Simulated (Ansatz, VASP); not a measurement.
## Two plane-wave programs on LiF

Contents of POSCAR:

```
LiF
1.0
    2.4188792420      0.0000000000      0.0000000000
    0.0000000000      2.5162584438      0.0000000000
    0.0000000000      0.0000000000      2.5162584438
Li F
1 1
Direct
    0.0000000000      0.0000000000      0.0000000000
    0.5000000000      0.5000000000      0.5000000000
```

Contents of INCAR.step1:

```
PREC = Accurate
ENCUT = 1490
ISMEAR = 0
SIGMA = 0.01
LREAL = F
LASPH = T
NELM = 120
NBANDS = 12
GGA = PE
ALGO = Normal
EDIFF = 1E-5
LWAVE = T
LCHARG = F
GGA_COMPAT = F
```

File INCAR.step2:

```
PREC = Accurate
ENCUT = 1490
EDIFF = 1E-6
ISMEAR = 0
SIGMA = 0.01
LREAL = F
LASPH = T
NELM = 120
ALGO = Normal
ISIF = 2
LWAVE = F
LCHARG = F
METAGGA = R2SCAN
LMIXTAU = T
NBANDS = 12
ISTART = 1
GGA_COMPAT = F
```

KPOINTS

```
Automatic mesh
0
Gamma
  10 10 10
```

Input for Ansatz:

```yaml
crystal:
  lattice:
    - [2.418879242, 0.0, 0.0]
    - [0.0, 2.5162584438, 0.0]
    - [0.0, 0.0, 2.5162584438]
  atoms:
    - { symbol: Li, position: [0.0, 0.0, 0.0] }
    - { symbol: F, position: [0.5, 0.5, 0.5] }
kpoints:
  mp_grid: { grid: [10, 10, 10] }
  band_path:
    path:
      - [0.0, 0.0, 0.0]
      - [0.0, 0.5, 0.0]
      - [0.5, 0.5, 0.0]
      - [0.5, 0.5, 0.5]
      - [0.0, 0.5, 0.5]
    npoints: 1
hamiltonian:
  xc: r2scan
scf:
  occupations: { method: fixed }
  n_extra_bands: 4
output:
  forces: true
  stress: true
  eigenvalues: true
```

Change from the starting cell: uniaxial_x strain -3.9%.

Alike in both runs: task single point; functional r2SCAN; k mesh 10 × 10 × 10; no spin polarisation.

|  | VASP | Ansatz |
| --- | --- | --- |
| version | VASP 6.6.1 | Ansatz 0.2.0 |
| potentials or method | VASP PAW PBE potentials, release 64 (Li_sv, F_h) | plane waves, PAW |
| plane-wave cutoff (eV) | 1490 | 500 |
| occupations | gaussian, width 0.01 eV | fixed |
| valence electrons in the cell | 10 | 10 |

Ansatz gave:

```
gap on the k mesh at the Fermi level (eV)                     : 9.04
pressure (GPa)                                                : 3.5
traceless stress, the component that is largest in VASP (GPa) : 9.12
```

**Question.** Estimate VASP's values.

**Answer.** gap on the k mesh at the Fermi level (eV): 9.29; pressure (GPa): 2.3; traceless stress, the component that is largest in VASP (GPa): 9.09.

VASP's potentials were made for PBE, not for r2SCAN.
